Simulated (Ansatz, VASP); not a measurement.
## One calculation of Al5P2, two programs

```
Al P
1.0
     3.80288    0.00000    0.00000
     0.00000    3.80288    0.00000
     0.00000    0.00000   10.04146
Al P
5 2
Cartesian
  0.0000 0.0000 0.0000
  1.9014 1.9014 7.2156
  1.9014 1.9014 2.8258
  1.9014 0.0000 5.2740
  0.0000 1.9014 4.7674
  1.9014 0.0000 1.4079
  0.0000 1.9014 8.6336
```

Alike in both runs: functional PBE; k mesh 4 × 4 × 2; occupations gaussian, width 0.2 eV; no spin polarisation.

Ansatz relaxed the structure, and its values are those at the end. VASP's run is a single point on that final structure, the one shown.

|  | VASP | Ansatz |
| --- | --- | --- |
| version | VASP 6.6.1 | Ansatz 0.2.0 |
| potentials or method | VASP PAW PBE potentials, release 64 (Al, P), cutoff 520 eV | scalar-relativistic, plane waves, PAW |
| valence electrons in the cell | 25 | 25 |

|  | VASP | Ansatz | Ansatz less VASP |
| --- | --- | --- | --- |
| gap on the k mesh at the Fermi level (eV) | none | none | - |
| pressure (GPa) | 0.3 | 0.3 | +0.07 |
| rms of the force components (eV/Å) | 0.010 | 0.009 | -0.0015 |

A gap of «none» marks a metal or a gap that the smearing closes. The functional is the same, so the differences come from potentials, cutoffs and numerics.

The k mesh is coarse, so the values compare programs but aren't converged.
